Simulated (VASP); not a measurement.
# Al8H: single point with PBE

System: Al8H, a slab with vacuum.

```
CELL_PARAMETERS angstrom
5.71430 0.00000 0.00000
0.00000 8.08124 0.00000
0.00000 0.00000 22.24380
ATOMIC_POSITIONS crystal
Al 0.25000 0.25000 0.17983
Al 0.25000 0.75000 0.17983
Al 0.75000 0.25000 0.17983
Al 0.75000 0.75000 0.17983
Al 0.00000 0.00000 0.24405
Al 0.00000 0.50000 0.24405
Al 0.50000 0.00000 0.24405
Al 0.50000 0.50000 0.24405
Al 0.25000 0.25000 0.31027
Al 0.25000 0.75000 0.31027
Al 0.75000 0.25000 0.31027
Al 0.75000 0.75000 0.31027
Al 0.00000 0.00000 0.37061
Al 0.00000 0.50000 0.37061
Al 0.50000 0.00000 0.37061
Al 0.50000 0.50000 0.37061
H 0.75000 0.95978 0.39084
H 0.75000 0.04022 0.39084
```

| Quantity | Value |
| --- | --- |
| Program | VASP 6.6.1 |
| Task | single point |
| Functional | PBE |
| Potentials or basis | VASP PAW PBE potentials, release 64 (Al, H) |
| Cutoff | 520 eV |
| k mesh | 5 × 4 × 1 |
| Occupations | gaussian, width 0.1 eV |
| Spin | no spin polarisation |

```json
{
  "Largest force": "9.806 eV/Å",
  "Band gap on the k mesh": "zero (bands 25 and 26 overlap by 0.49 eV)"
}
```

Forces in eV/Å, atoms in the order of the input:
```
Al   0.000  0.024  0.242
Al   0.000 -0.024  0.242
Al   0.000 -0.003  0.252
Al   0.000  0.003  0.252
Al   0.084  0.000 -0.150
Al   0.142  0.000 -0.236
Al  -0.084  0.000 -0.150
Al  -0.142  0.000 -0.236
Al   0.000  0.135 -0.073
Al   0.000 -0.135 -0.073
Al   0.000 -0.010  0.070
Al   0.000  0.010  0.070
Al   5.746  0.000 -2.027
Al  -0.030  0.000 -0.003
Al  -5.746  0.000 -2.027
Al   0.030  0.000 -0.003
H    0.000 -9.615  1.925
H    0.000  9.615  1.925
```

Levels at points of the mesh, in eV from the Fermi level:
```tsv
k point	band 22	band 23	band 24	band 25	band 26	band 27	band 28	band 29
(0.00, 0.00, 0.00)	-1.09	-0.99	-0.61	-0.53	-0.34	-0.05	0.58	0.98
(0.00, 0.50, 0.00)	-0.98	-0.96	-0.89	-0.57	-0.30	0.23	0.26	0.41
```

Wall time 13 min on 1 thread of Intel(R) Xeon(R) Platinum 8259CL CPU @ 2.50GHz (Skylake/Cascade Lake), with other jobs on the host, peak memory 0.9 GiB.
